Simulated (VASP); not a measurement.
# SnO2 (Fm-3m) in VASP: further runs, part 2 of 3

VASP 6.6.1. The steps go on from the part before.

## (3) Single point, PBE

This run uses another cell than the first one, of 11.34 Å³/atom, 1.104 times its volume.

The input, INCAR:

```
PREC = Accurate
ENCUT = 520
EDIFF = 1E-6
ISMEAR = 0
SIGMA = 0.1
LREAL = F
LASPH = T
NELM = 100
ALGO = Normal
ISIF = 2
LWAVE = F
LCHARG = F
GGA = PE
NBANDS = 20
```

The input, KPOINTS:

```
Automatic mesh
0
Gamma
  14 14 14
```

The input, POSCAR:

```
SnO2
1.0
    0.0000000000      2.5716524213      2.5716524213
    2.5716524213      0.0000000000      2.5716524213
    2.5716524213      2.5716524213      0.0000000000
Sn O
1 2
Direct
    0.0000000000      0.0000000000      0.0000000000
    0.2500000000      0.2500000000      0.2500000000
    0.7500000000      0.7500000000      0.7500000000
```

Potentials or basis: VASP PAW PBE potentials, release 64 (Sn_d, O).

Launch:

```
> cat potpaw_PBE.64/Sn_d/POTCAR potpaw_PBE.64/O/POTCAR > POTCAR
> mpirun -np 1 vasp_std > vasp.out
```

OUTCAR:

```text
PREC = Accurate
   ENCUT = 520
   EDIFF = 1E-6
   ISMEAR = 0
   LREAL = F
   LASPH = T
   NELM = 100
   ISIF = 2
   GGA = PE

 ion  position               nearest neighbor table
   1  0.000  0.000  0.000-   2 2.23   3 2.23   3 2.23   3 2.23   3 2.23   2 2.23   2 2.23   2 2.23

   2  0.250  0.250  0.250-   1 2.23   1 2.23   1 2.23   1 2.23
   3  0.750  0.750  0.750-   1 2.23   1 2.23   1 2.23   1 2.23

  LATTYP: Found a face centered cubic cell.
 ALAT       =     5.1433048426

  Lattice vectors:

 A1 = (   0.0000000000,   2.5716524213,   2.5716524213)
 A2 = (   2.5716524213,   0.0000000000,   2.5716524213)
 A3 = (   2.5716524213,   2.5716524213,   0.0000000000)

Analysis of symmetry for initial positions (statically):
=====================================================================
 Subroutine PRICEL returns:
 Original cell was already a primitive cell.

 Routine SETGRP: Setting up the symmetry group for a
 face centered cubic supercell.

 Subroutine GETGRP returns: Found 48 space group operations
 (whereof 48 operations were pure point group operations)
 out of a pool of 48 trial point group operations.

The static configuration has the point symmetry O_h .

Analysis of symmetry for dynamics (positions and initial velocities):
=====================================================================
 Subroutine PRICEL returns:
 Original cell was already a primitive cell.

 Routine SETGRP: Setting up the symmetry group for a
 face centered cubic supercell.

 Subroutine GETGRP returns: Found 48 space group operations
 (whereof 48 operations were pure point group operations)
 out of a pool of 48 trial point group operations.

The dynamic configuration has the point symmetry O_h .

 Subroutine INISYM returns: Found 48 space group operations
 (whereof 48 operations are pure point group operations),
 and found     1 'primitive' translations

----------------------------------------------------------------------------------------

                                     Primitive cell

  volume of cell :      34.0147

  direct lattice vectors                    reciprocal lattice vectors
     0.000000000  2.571652421  2.571652421    -0.194427519  0.194427519  0.194427519
     2.571652421  0.000000000  2.571652421     0.194427519 -0.194427519  0.194427519
     2.571652421  2.571652421  0.000000000     0.194427519  0.194427519 -0.194427519

  length of vectors
     3.636865732  3.636865732  3.636865732     0.336758341  0.336758341  0.336758341

  position of ions in fractional coordinates (direct lattice)
     0.000000000  0.000000000  0.000000000
     0.250000000  0.250000000  0.250000000
     0.750000000  0.750000000  0.750000000

  ion indices of the primitive-cell ions
   primitive index   ion index
                 1           1
                 2           2
                 3           3

----------------------------------------------------------------------------------------

 KPOINTS: Automatic mesh

Automatic generation of k-mesh.
 Grid dimensions read from file:
 generate k-points for:   14   14   14

 Generating k-lattice:

  Cartesian coordinates                     Fractional coordinates (reciprocal lattice)
    -0.013887680  0.013887680  0.013887680     0.071428571  0.000000000  0.000000000
     0.013887680 -0.013887680  0.013887680     0.000000000  0.071428571  0.000000000
     0.013887680  0.013887680 -0.013887680     0.000000000  0.000000000  0.071428571

  Length of vectors
     0.024054167  0.024054167  0.024054167

  Shift w.r.t. Gamma in fractional coordinates (k-lattice)
     0.000000000  0.000000000  0.000000000

 Subroutine IBZKPT returns following result:
 ===========================================

 Found    104 irreducible k-points:

 Following reciprocal coordinates:
            Coordinates               Weight
  0.000000  0.000000  0.000000      1.000000
  0.071429  0.000000  0.000000      8.000000
  0.142857  0.000000  0.000000      8.000000
  0.214286  0.000000  0.000000      8.000000
  0.285714  0.000000  0.000000      8.000000
  0.357143  0.000000  0.000000      8.000000
[... 16 lines left out ...]
  0.214286  0.142857  0.000000     24.000000
  0.285714  0.142857  0.000000     24.000000
 [... further k-points ...]
   k-points           NKPTS =    104   k-points in BZ     NKDIM =    104   number of bands    NBANDS=     20
   number of dos      NEDOS =    301   number of ions     NIONS =      3
   total plane-waves  NPLWV =  21952
   dimension x,y,z NGX =    28 NGY =   28 NGZ =   28
   dimension x,y,z NGXF=    56 NGYF=   56 NGZF=   56
   ions per type =               1   2
   NGX,Y,Z   is equivalent  to a cutoff of  12.80, 12.80, 12.80 a.u.
   NGXF,Y,Z  is equivalent  to a cutoff of  25.60, 25.60, 25.60 a.u.
 SYSTEM =  unknown system
   PREC   = accura    normal or accurate (medium, high low for compatibility)
   ISTART =      0    job   : 0-new  1-cont  2-samecut
   ICHARG =      2    charge: 1-file 2-atom 10-const
   ISPIN  =      1    spin polarized calculation?
   LNONCOLLINEAR =      F non collinear calculations
   LSORBIT =      F    spin-orbit coupling
   LASPH  =      T    aspherical Exc in radial PAW
   ENCUT  =  520.0 eV  38.22 Ry    6.18 a.u.   6.76  6.76  6.76*2*pi/ulx,y,z
   NELM   =    100;   NELMIN=  2; NELMDL= -5     # of ELM steps
   EDIFF  = 0.1E-05   stopping-criterion for ELM
   LREAL  =      F    real-space projection
   EDIFFG = 0.1E-04   stopping-criterion for IOM
   NSW    =      0    number of steps for IOM
   IBRION =     -1    ionic relax: 0-MD 1-quasi-New 2-CG
   NFREE  =      0    steps in history (QN), initial steepest desc. (CG)
   ISIF   =      2    stress and relaxation
   ISYM   =      2    0-nonsym 1-usesym 2-fastsym
   POTIM  = 0.5000    time-step for ionic-motion
   TEBEG  =    0.0;   TEEND  =   0.0 temperature during run
   PSTRESS=    0.0 pullay stress
   NELECT =      26.0000    total number of electrons
   NUPDOWN=      -1.0000    fix difference up-down
   EMIN   =  10.00;   EMAX   =-10.00  energy-range for DOS
   EFERMI =   0.00;   METHOD = LEGACY
   ISMEAR =     0;   SIGMA  =   0.10  broadening in eV -4-tet -1-fermi 0-gaus
   EFERMI_NEDOS =   21; number of points for ismear=-14 and -15
   IALGO  =     38    algorithm
   IMIX   =      4    mixing-type and parameters
     AMIX     =   0.40;   BMIX     =  1.00
     AMIX_MAG =   1.60;   BMIX_MAG =  1.00
  volume/ion in A,a.u.               =      11.34        76.51
  Fermi-wavevector in a.u.,A,eV,Ry     =   1.496846  2.828628 30.484490  2.240547
  Thomas-Fermi vector in A             =   2.608810
   LORBIT       =      0    0 simple, 1 ext, 2 COOP (PROOUT), +10 PAW based schemes
   GGA     = PE    functional components
   LHFCALC =     F    Hartree Fock is set to
   AEXX    =    0.0000 exact exchange contribution
   IVDW    =     0    specifies the selected vdW correction
   LEPSILON=     F    determine dielectric tensor
   LRPA    =     F    only Hartree local field effects (RPA)
 non-spin polarized calculation
 Gauss-broadening in eV      SIGMA  =   0.10
  energy-cutoff  :      520.00
  volume of cell :       34.01
 maximum number of plane-waves:       941
   NGX = 13   NGY = 13   NGZ = 13

 number of electron      25.9999990 magnetization

 Free energy of the ion-electron system (eV)
  ---------------------------------------------------
  ext. energy  EPLUGINS =         0.00000000
  ---------------------------------------------------
  free energy    TOTEN  =       -17.91675930 eV

  energy without entropy =      -17.91662869  energy(sigma->0) =      -17.91669400

 E-fermi :   7.5109     XC(G=0): -11.6785

 val. band max:        7.3869989433   @ k =  -0.2857   0.5000   0.2143
 cond. band min:       7.8954734022   @ k =   0.0714   0.0000   0.0000
 fundamental gap:      0.5084744589
 Fermi energy:         7.5108544888

 k-point     1 :       0.0000    0.0000    0.0000
  band No.  band energies     occupation
      1     -13.1761      2.00000
      2     -13.1761      2.00000
      3     -13.1761      2.00000
      4     -13.0506      2.00000
      5     -13.0506      2.00000
      6     -11.9330      2.00000
[... 12 lines left out ...]
     19      22.4937      0.00000
     20      22.4937      0.00000

 k-point     2 :       0.0714    0.0000    0.0000
  band No.  band energies     occupation
      1     -13.1935      2.00000
      2     -13.1725      2.00000
      3     -13.1725      2.00000
      4     -13.0508      2.00000
      5     -13.0508      2.00000
      6     -11.8837      2.00000
[... 498 lines left out ...]
 k-point    24 :       0.2857    0.1429    0.0000
  band No.  band energies     occupation
      1     -13.3861      2.00000
      2     -13.1548      2.00000
      3     -13.1255      2.00000
      4     -13.0674      2.00000
      5     -13.0330      2.00000
      6     -11.2226      2.00000
[... 12 lines left out ...]
     19      23.0087      0.00000
     20      24.8176      0.00000

 [... further k-points ...]
[... 5 lines left out ...]
  --------------------------------------------------------------------------------------
  -------------------------------------------------------------------------------------
  Total        0.1179911      0.1179911      0.1179911      0.0000000      0.0000000      0.0000000
  in kB        5.5576753      5.5576753      5.5576753      0.0000000      0.0000000      0.0000000
  external PRESSURE =       5.5576753 kB  Pullay stress =       0.0000000 kB

 VOLUME and BASIS-vectors are now :
 -----------------------------------------------------------------------------
  energy-cutoff  :      520.00
  volume of cell :       34.01
      direct lattice vectors                 reciprocal lattice vectors
     0.000000000  2.571652421  2.571652421    -0.194427519  0.194427519  0.194427519
     2.571652421  0.000000000  2.571652421     0.194427519 -0.194427519  0.194427519
     2.571652421  2.571652421  0.000000000     0.194427519  0.194427519 -0.194427519

 POSITION                                       TOTAL-FORCE (eV/Angst)
 -----------------------------------------------------------------------------------
      0.00000      0.00000      0.00000         0.000000      0.000000      0.000000
      1.28583      1.28583      1.28583        -0.000000     -0.000000     -0.000000
      3.85748      3.85748      3.85748         0.000000      0.000000      0.000000
 -----------------------------------------------------------------------------------
    total drift:                                0.000000      0.000000      0.000000

  FREE ENERGIE OF THE ION-ELECTRON SYSTEM (eV)
  ---------------------------------------------------
  free  energy   TOTEN  =       -17.9167593014 eV

  energy  without entropy=      -17.9166286924  energy(sigma->0) =      -17.91669400
```

OSZICAR:

```text
N       E                     dE             d eps       ncg     rms          rms(c)
DAV:   1     0.245406097238E+03    0.24541E+03   -0.13624E+04  4456   0.202E+03
DAV:   2     0.512272350847E+01   -0.24028E+03   -0.22673E+03  4476   0.499E+02
DAV:   3    -0.203421211951E+02   -0.25465E+02   -0.25077E+02  4780   0.136E+02
DAV:   4    -0.210330566116E+02   -0.69094E+00   -0.69032E+00  4648   0.232E+01
DAV:   5    -0.210485234216E+02   -0.15467E-01   -0.15466E-01  5296   0.364E+00    0.107E+01
DAV:   6    -0.179111044787E+02    0.31374E+01   -0.11306E+01  6360   0.572E+01    0.383E+00
DAV:   7    -0.179313018644E+02   -0.20197E-01   -0.67267E-01  4492   0.596E+00    0.193E+00
DAV:   8    -0.179185039537E+02    0.12798E-01   -0.77093E-02  4636   0.258E+00    0.377E-01
DAV:   9    -0.179161777007E+02    0.23263E-02   -0.12617E-02  6444   0.153E+00    0.842E-02
DAV:  10    -0.179167524080E+02   -0.57471E-03   -0.14920E-03  4540   0.439E-01    0.228E-02
DAV:  11    -0.179167583099E+02   -0.59019E-05   -0.66620E-05  5656   0.138E-01    0.165E-02
DAV:  12    -0.179167594747E+02   -0.11648E-05   -0.97704E-06  4844   0.275E-02    0.706E-03
DAV:  13    -0.179167593014E+02    0.17336E-06   -0.25435E-06  4132   0.107E-02
   1 F= -.17916759E+02 E0= -.17916694E+02  d E =-.130609E-03
```

stdout:

```text
POSCAR found type information on POSCAR SnO
 POSCAR found :  2 types and       3 ions
 scaLAPACK will be used
 LDA part: xc-table for (Slater+PW92), standard interpolation
 POSCAR, INCAR and KPOINTS ok, starting setup
 FFT: planning ... GRIDC
 FFT: planning ... GRID_SOFT
 FFT: planning ... GRID
 WAVECAR not read
 entering main loop
```

Wall time 38 s (1 thread of AMD EPYC 9R45 (Zen 5), shared host); peak memory 0.17 GiB.

Results:

- Free energy: -17.9168 eV
- Pressure: 0.6 GPa
- Band gap on the k mesh: zero (band 13 reaches 7.39 eV, above the bottom of band 14 at 7.23 eV)

Caveat: spin-orbit coupling is left out, which moves the levels of the heavy elements.

## (4) Single point, PBE

This run uses another cell than the first one, of 11.34 Å³/atom, 1.104 times its volume.

The input, INCAR:

```
  PREC = Accurate
  ENCUT = 520
  EDIFF = 1E-6
  ISMEAR = 0
  SIGMA = 0.15
  LREAL = F
  LASPH = T
  NELM = 100
  ALGO = Normal
  ISIF = 2
  LWAVE = F
  LCHARG = T
  GGA = PE
  LELF = T
  LVHAR = T
  NBANDS = 20
```

The input, KPOINTS:

```
Automatic mesh
0
Gamma
  18 18 18
```

POSCAR is that of step 3.

Launch:

```
> cat potpaw_PBE.64/Sn_d/POTCAR potpaw_PBE.64/O/POTCAR > POTCAR
> mpirun -np 1 vasp_std > vasp.out
```

It took 70 s on 1 thread of AMD EPYC 9R45 (Zen 5), shared host; peak memory 0.22 GiB.

Results (log left out):

```
Free energy            : -17.9167 eV
Pressure               : 0.6 GPa
Band gap on the k mesh : zero (band 13 reaches 7.39 eV, above the bottom of band 14 at 7.23 eV)
```

Levels at points of the mesh, in eV from the Fermi level:
| k point | band 10 | band 11 | band 12 | band 13 | band 14 | band 15 | band 16 | band 17 |
| --- | --- | --- | --- | --- | --- | --- | --- | --- |
| (0.00, 0.00, 0.00) | -2.99 | -1.51 | -1.51 | -1.51 | -0.35 | 6.79 | 6.79 | 6.79 |
| (0.50, 0.00, 0.00) | -3.43 | -3.43 | -2.22 | -2.22 | 4.31 | 7.65 | 9.86 | 9.86 |
| (0.50, 0.50, 0.00) | -5.46 | -0.38 | -0.38 | -0.29 | 2.88 | 6.69 | 9.57 | 11.60 |

Caveat: spin-orbit coupling is left out, which moves the levels of the heavy elements.

(Part 2 of 3 ends here.)
